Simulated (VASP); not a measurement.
Write the native input for VASP 6.6.1 that does the following.

```yaml
Task: single point
Functional: PBE
Potentials_or_basis: VASP PAW PBE potentials, release 64 (Ta_pv, H)
Cutoff: 500 eV
k_mesh: 7 × 7 × 5
Occupations: gaussian, width 0.2 eV
Spin: no spin polarisation
Dipole_correction: no
Further_INCAR_settings: ALGO = Normal; EDIFF = 1e-06; NBANDS = 13
```

The structure of TaH lies in POSCAR:

```
TaH
1.0
    1.4014998325     -2.8004446244      0.0000000000
    1.4014998325      2.8004446244      0.0000000000
    0.0000000000      0.0000000000      2.8728837294
Ta H
1 1
Direct
    0.5000000000      0.5000000000      0.0000000000
    0.0000000000      0.0000000000      0.5000000000
```

The input as run:

INCAR

```
SYSTEM = TaH
PREC = Accurate ; ENCUT = 500
EDIFF = 1E-6 ; ISMEAR = 0
SIGMA = 0.2 ; LREAL = .FALSE.
LASPH = .TRUE. ; NELM = 120
ALGO = Normal ; ISIF = 2
LWAVE = .FALSE. ; LCHARG = .FALSE.
GGA = PE ; NBANDS = 13
GGA_COMPAT = .FALSE.
```

KPOINTS

```
Automatic mesh
0
G
  7 7 5
  0 0 0
```

Potentials or basis: VASP PAW PBE potentials, release 64 (Ta_pv, H).

Run with:

```bash
$ cat potpaw_PBE.64/Ta_pv/POTCAR potpaw_PBE.64/H/POTCAR > POTCAR
$ mpirun -np 1 vasp_std > vasp.out
```

Results of the run:

- Pressure: 0.1 GPa
- Band gap on the k mesh: zero (band 6 reaches 5.50 eV, above the bottom of band 7 at 4.83 eV)

Caveat: the k points lie up to 0.44 Å⁻¹ apart; spin-orbit coupling is left out, which moves the levels of the heavy elements.

It took 22 s on 1 thread of AMD EPYC 7R43 64-Core Processor (Zen 3) (shared host), peak memory 0.11 GiB.
